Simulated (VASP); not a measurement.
# PbO2 (Fm-3m) in VASP: further runs, part 2 of 2

VASP 6.6.1.

## 4. Single point, RPBE+D4

This run uses another cell than the first one, of 13.00 Å³/atom.

INCAR reads:

```
  ALGO = Normal
  EDIFF = 1E-6
  ENCUT = 520
  GGA = RP
  ISIF = 2
  ISMEAR = -1
  IVDW = 13
  LASPH = True
  LCHARG = False
  LREAL = False
  LWAVE = False
  NBANDS = 20
  NELM = 100
  PREC = Accurate
  SIGMA = 0.05
```

KPOINTS reads:

```
k-points
0
Gamma
  9 9 9
```

POSCAR reads:

```
PbO2
1.0
    0.0000000000      2.6916035822      2.6916035822
    2.6916035822      0.0000000000      2.6916035822
    2.6916035822      2.6916035822      0.0000000000
Pb O
1 2
Direct
    0.0000000000      0.0000000000      0.0000000000
    0.7500000000      0.7500000000      0.7500000000
    0.2500000000      0.2500000000      0.2500000000
```

Potentials or basis: VASP PAW PBE potentials, release 64 (Pb_d, O).

Run with:

```sh
cat potpaw_PBE.64/Pb_d/POTCAR potpaw_PBE.64/O/POTCAR > POTCAR
mpirun -np 1 vasp_std > vasp.out
```

OUTCAR:

```text
EDIFF = 1E-6
   ENCUT = 520
   GGA = RP
   ISIF = 2
   ISMEAR = -1
   IVDW = 13
   LASPH = True
   LREAL = False
   NELM = 100
   PREC = Accurate

 ion  position               nearest neighbor table
   1  0.000  0.000  0.000-   2 2.33   2 2.33   2 2.33   2 2.33   3 2.33   3 2.33   3 2.33   3 2.33

   2  0.750  0.750  0.750-   1 2.33   1 2.33   1 2.33   1 2.33
   3  0.250  0.250  0.250-   1 2.33   1 2.33   1 2.33   1 2.33

  LATTYP: Found a face centered cubic cell.
 ALAT       =     5.3832071644

[... 743 lines left out ...]

  DFT-D4 for vdW energy calculation

  Edisp (eV):   -1.65470

  FORCE on cell =-STRESS in cart. coord.  units (eV):
  Direction    XX          YY          ZZ          XY          YZ          ZX
  --------------------------------------------------------------------------------------
  -------------------------------------------------------------------------------------
  Total       0.05171     0.05171     0.05171    -0.00000    -0.00000     0.00000
  in kB       2.12427     2.12427     2.12427    -0.00000    -0.00000     0.00000
  external pressure =        2.12 kB  Pullay stress =        0.00 kB

 VOLUME and BASIS-vectors are now :
 -----------------------------------------------------------------------------
  energy-cutoff  :      520.00
  volume of cell :       39.00
      direct lattice vectors                 reciprocal lattice vectors
     0.000000000  2.691603582  2.691603582    -0.185762868  0.185762868  0.185762868
     2.691603582  0.000000000  2.691603582     0.185762868 -0.185762868  0.185762868
     2.691603582  2.691603582  0.000000000     0.185762868  0.185762868 -0.185762868

 POSITION                                       TOTAL-FORCE (eV/Angst)
 -----------------------------------------------------------------------------------
      0.00000      0.00000      0.00000         0.000000     -0.000000     -0.000000
      4.03741      4.03741      4.03741        -0.000000     -0.000000     -0.000000
      1.34580      1.34580      1.34580         0.000000      0.000000      0.000000
 -----------------------------------------------------------------------------------
    total drift:                                0.000000     -0.000000      0.000000

  FREE ENERGIE OF THE ION-ELECTRON SYSTEM (eV)
  ---------------------------------------------------
  free  energy   TOTEN  =       -16.0348755127 eV

  energy  without entropy=      -16.0289857805  energy(sigma->0) =      -16.03193065
```

OSZICAR:

```text
N       E                     dE             d eps       ncg     rms          rms(c)
DAV:   1     0.265251830366E+03    0.26525E+03   -0.13858E+04  1420   0.158E+03
DAV:   2     0.716814687913E+01   -0.25808E+03   -0.24546E+03  1492   0.422E+02
DAV:   3    -0.163929494383E+02   -0.23561E+02   -0.22956E+02  1628   0.132E+02
DAV:   4    -0.170984667412E+02   -0.70552E+00   -0.70461E+00  1608   0.230E+01
DAV:   5    -0.171190088651E+02   -0.20542E-01   -0.20540E-01  1832   0.422E+00    0.969E+00
DAV:   6    -0.143658469889E+02    0.27532E+01   -0.11210E+01  2112   0.412E+01    0.297E+00
DAV:   7    -0.143715003835E+02   -0.56534E-02   -0.55167E-01  1576   0.792E+00    0.175E+00
DAV:   8    -0.143889886904E+02   -0.17488E-01   -0.16613E-01  1492   0.418E+00    0.820E-01
DAV:   9    -0.143784840702E+02    0.10505E-01   -0.27441E-02  2080   0.210E+00    0.163E-01
DAV:  10    -0.143802052871E+02   -0.17212E-02   -0.75583E-03  1484   0.573E-01    0.113E-01
DAV:  11    -0.143801574007E+02    0.47886E-04   -0.37118E-04  1572   0.151E-01    0.426E-02
DAV:  12    -0.143801730045E+02   -0.15604E-04   -0.71356E-05  1488   0.606E-02    0.170E-02
DAV:  13    -0.143801772241E+02   -0.42196E-05   -0.29569E-05  1608   0.385E-02    0.266E-03
DAV:  14    -0.143801775162E+02   -0.29213E-06   -0.10990E-06  1312   0.785E-03
   1 F= -.16034876E+02 E0= -.16031931E+02  d E =-.588973E-02
```

stdout:

```text
POSCAR found type information on POSCAR PbO
 POSCAR found :  2 types and       3 ions
 scaLAPACK will be used
 -----------------------------------------------------------------------------
|                                                                             |
|                                                                             |
|     You enforced a specific xc type in the INCAR file but a different       |
|     I HOPE YOU KNOW WHAT YOU ARE DOING!                                     |
|                                                                             |
 -----------------------------------------------------------------------------

 LDA part: xc-table for (Slater+PW92), standard interpolation
 POSCAR, INCAR and KPOINTS ok, starting setup
 FFT: planning ... GRIDC
 FFT: planning ... GRID_SOFT
 FFT: planning ... GRID
 WAVECAR not read
 entering main loop
```

Wall time 30 s (1 thread of Intel Xeon Platinum 8488C (Sapphire Rapids), shared host); peak memory 0.17 GiB.

What came out:

```yaml
Free_energy: -16.0349 eV
Pressure: 0.2 GPa
Band_gap_on_the_k_mesh: zero (bands 13 and 14 overlap by 1.16 eV)
Dispersion_energy_per_atom: -0.552 eV
```

Caveat: the PAW data sets were made with another functional, which shifts forces and pressure a little; spin-orbit coupling is left out, which moves the levels of the heavy elements.

## 5. Single point, BLYP+D3(BJ)

This run uses another cell than the first one, of 13.18 Å³/atom.

INCAR reads:

```
SYSTEM = PbO2
PREC = Accurate
ENCUT = 520
EDIFF = 1E-7
ISMEAR = -1
SIGMA = 0.05
LREAL = .FALSE.
LASPH = .TRUE.
NELM = 60
ALGO = Normal
ISIF = 2
LWAVE = .FALSE.
LCHARG = .FALSE.
GGA = B5
ALDAX = 1.0
AGGAX = 1.0
AGGAC = 1.0
ALDAC = 0.0
IVDW = 12
VDW_S6 = 1.0
VDW_S8 = 2.6996
VDW_A1 = 0.4298
VDW_A2 = 4.2359
NBANDS = 20
```

KPOINTS reads:

```
Automatic mesh
0
G
  9 9 9
  0 0 0
```

POSCAR reads:

```
PbO2
1.0
    0.0000000000      2.7036381872      2.7036381872
    2.7036381872      0.0000000000      2.7036381872
    2.7036381872      2.7036381872      0.0000000000
Pb O
1 2
Direct
    0.0000000000      0.0000000000      0.0000000000
    0.7500000000      0.7500000000      0.7500000000
    0.2500000000      0.2500000000      0.2500000000
```

Run with:

```sh
cat potpaw_PBE.64/Pb_d/POTCAR potpaw_PBE.64/O/POTCAR > POTCAR
mpirun -np 1 vasp_std > vasp.out
```

It took 37 s on 1 thread of Intel Xeon Platinum 8488C (Sapphire Rapids), shared host; peak memory 0.18 GiB.

It converged, with:

| Property | Result |
| --- | --- |
| Free energy | -15.9908 eV |
| Pressure | 0.3 GPa |
| Band gap on the k mesh | zero (bands 13 and 14 overlap by 1.13 eV) |
| Dispersion energy per atom | -0.510 eV |

Levels at points of the mesh, in eV from the Fermi level:
| k point | band 10 | band 11 | band 12 | band 13 | band 14 | band 15 | band 16 | band 17 |
| --- | --- | --- | --- | --- | --- | --- | --- | --- |
| (0.00, 0.00, 0.00) | -1.91 | -1.91 | -1.18 | -1.18 | -1.18 | 7.08 | 7.08 | 7.08 |

Caveat: the PAW data sets were made with another functional, which shifts forces and pressure a little; spin-orbit coupling is left out, which moves the levels of the heavy elements.

## 6. Single point, BLYP+D4

This run uses another cell than the first one, of 13.21 Å³/atom.

INCAR reads:

```
SYSTEM = PbO2
AGGAC = 1.0
AGGAX = 1.0
ALDAC = 0.0
ALDAX = 1.0
ALGO = Normal
EDIFF = 1E-6
ENCUT = 520
GGA = B5
ISIF = 2
ISMEAR = -1
IVDW = 13
LASPH = .TRUE.
LCHARG = .FALSE.
LREAL = .FALSE.
LWAVE = .FALSE.
NBANDS = 20
NELM = 100
PREC = Accurate
SIGMA = 0.05
VDW_A1 = 0.44488865
VDW_A2 = 4.0933009
VDW_S6 = 1.0
VDW_S8 = 2.34076671
```

KPOINTS reads:

```
k-points
0
G
  9 9 9
  0 0 0
```

POSCAR reads:

```
PbO2
1.0
    0.0000000000      2.7061626166      2.7061626166
    2.7061626166      0.0000000000      2.7061626166
    2.7061626166      2.7061626166      0.0000000000
Pb O
1 2
Direct
    0.0000000000      0.0000000000      0.0000000000
    0.7500000000      0.7500000000      0.7500000000
    0.2500000000      0.2500000000      0.2500000000
```

Potentials or basis: VASP PAW PBE potentials, release 64 (Pb_d, O).

Run with:

```sh
cat potpaw_PBE.64/Pb_d/POTCAR potpaw_PBE.64/O/POTCAR > POTCAR
mpirun -np 1 vasp_std > vasp.out
```

It took 34 s on 1 thread of Intel Xeon Platinum 8488C (Sapphire Rapids), shared host; peak memory 0.17 GiB.

Results (log left out):

```
Free energy                : -15.9887 eV
Pressure                   : 0.4 GPa
Band gap on the k mesh     : zero (bands 13 and 14 overlap by 1.13 eV)
Dispersion energy per atom : -0.507 eV
```

Levels at points of the mesh, in eV from the Fermi level:
```tsv
k point	band 10	band 11	band 12	band 13	band 14	band 15	band 16	band 17
(0.00, 0.00, 0.00)	-1.90	-1.90	-1.17	-1.17	-1.17	7.07	7.07	7.07
```

Caveat: the PAW data sets were made with another functional, which shifts forces and pressure a little; spin-orbit coupling is left out, which moves the levels of the heavy elements.

## 7. Overview

```csv
level,cell,gap on the mesh (eV),pressure (GPa)
revPBE+D3(BJ),"a = 3.800 Å, angles 60.0°, 3 atoms",none,0.2
revPBE+D4,"a = 3.800 Å, angles 60.0°, 3 atoms",none,0.2
RPBE+D4,"a = 3.807 Å, angles 60.0°, 3 atoms",none,0.2
BLYP+D3(BJ),"a = 3.824 Å, angles 60.0°, 3 atoms",none,0.3
BLYP+D4,"a = 3.827 Å, angles 60.0°, 3 atoms",none,0.4
```

Alike in all rows: task single point; potentials or basis VASP PAW PBE potentials, release 64 (Pb_d, O); no spin polarisation; k mesh 9 × 9 × 9; cutoff (eV) 520; smearing fermi-dirac 0.05 eV.

Caveats: the PAW data sets were made with another functional, which shifts forces and pressure a little; spin-orbit coupling is left out, which moves the levels of the heavy elements.

Total energies depend on the potentials used, so only differences within one code and one set of settings carry meaning.
